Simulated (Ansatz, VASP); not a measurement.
## One calculation of Si, two programs

```
Si
1.0
     0.00000   -2.70080   -2.70080
     0.00000    2.70080   -2.70080
     5.40160    0.00000    0.00000
Si
4
Direct
  0.50000 0.50000 0.99389
  0.00000 0.00000 0.50611
  0.00000 0.50000 0.25000
  0.50000 0.00000 0.75000
```

Change from the starting cell: mode 6 frozen in at -0.033 Å, normal strain along x +0.0000.

Alike in both runs: task single point; functional LDA; k mesh 10 × 10 × 6; occupations gaussian, width 0.05 eV; no spin polarisation.

|  | VASP | Ansatz |
| --- | --- | --- |
| version | VASP 6.6.1 | Ansatz 0.2.0 |
| potentials or method | VASP PAW LDA potentials, release 64 (Si), cutoff 520 eV | scalar-relativistic, plane waves, PAW |
| valence electrons in the cell | 16 | 16 |

```csv
,VASP,Ansatz,Ansatz less VASP
gap on the k mesh at the Fermi level (eV),0.42,0.42,+0.003
least direct gap on the mesh (eV),0.56,0.57,+0.003
pressure (GPa),0.1,0.1,-0.06
"traceless stress, the component that is largest in VASP (GPa)",-0.08,-0.08,0.000
rms of the force components (eV/Å),0.232,0.232,-0.0001
```

Ansatz warns that its potentials were made for another functional, while VASP's fit it. LDA's correlation is that of Perdew and Zunger in VASP and of Perdew and Wang (1992) in Ansatz. Atom by atom the forces differ by 0.000 eV/Å (rms over components).
